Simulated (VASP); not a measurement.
Set up this calculation in VASP 6.6.1, as the native input.

```
Task                   : single point
Functional             : r2SCAN
Potentials or basis    : VASP PAW PBE potentials, release 64 (I)
Cutoff                 : 520 eV
k mesh                 : 18 × 18 × 18
Occupations            : gaussian, width 0.1 eV
Spin                   : no spin polarisation
Dipole correction      : no
Further INCAR settings : ALGO = Normal; EDIFF = 1e-06; NBANDS = 10
```

I:

```
CELL_PARAMETERS angstrom
-1.60439 1.60439 3.73063
1.60439 -1.60439 3.73063
1.60439 1.60439 -3.73063
ATOMIC_POSITIONS crystal
I 0.00000 0.00000 0.00000
```

One way to write it, as run:

POSCAR

```
I
1.0
   -1.6043902495      1.6043902495      3.7306348525
    1.6043902495     -1.6043902495      3.7306348525
    1.6043902495      1.6043902495     -3.7306348525
I
1
Direct
    0.0000000000      0.0000000000      0.0000000000
```

INCAR.step1

```
  PREC = Accurate
  ENCUT = 520
  ISMEAR = 0
  SIGMA = 0.1
  LREAL = F
  LASPH = T
  NELM = 100
  NBANDS = 10
  GGA = PE
  ALGO = Normal
  EDIFF = 1E-4
  LWAVE = T
  LCHARG = F
```

INCAR.step2

```
  PREC = Accurate
  ENCUT = 520
  EDIFF = 1E-6
  ISMEAR = 0
  SIGMA = 0.1
  LREAL = F
  LASPH = T
  NELM = 100
  ALGO = Normal
  ISIF = 2
  LWAVE = F
  LCHARG = T
  METAGGA = R2SCAN
  LMIXTAU = T
  LELF = T
  LVHAR = T
  NBANDS = 10
  ISTART = 1
```

KPOINTS

```
Automatic mesh
0
Gamma
  18 18 18
```

Potentials or basis: VASP PAW PBE potentials, release 64 (I).

Launch:

```console
$ cat potpaw_PBE.64/I/POTCAR > POTCAR
$ cp INCAR.step1 INCAR
$ mpirun -np 1 vasp_std > vasp.out
$ cp INCAR.step2 INCAR
$ mpirun -np 1 vasp_std > vasp.out
```

It gave:

```
Pressure               : 0.8 GPa
Band gap on the k mesh : zero (an odd number of electrons rules out a gap without spin polarisation)
```

Caveat: the PAW data sets were made with another functional, which shifts forces and pressure a little; spin-orbit coupling is left out, which moves the levels of the heavy elements; an odd number of electrons without spin polarisation forces a metal; a magnetic or distorted state may lie lower.

Run time: 3.4 min on 1 thread of Intel(R) Xeon(R) 6975P-C (Granite Rapids) (shared host), peak memory 0.32 GiB.
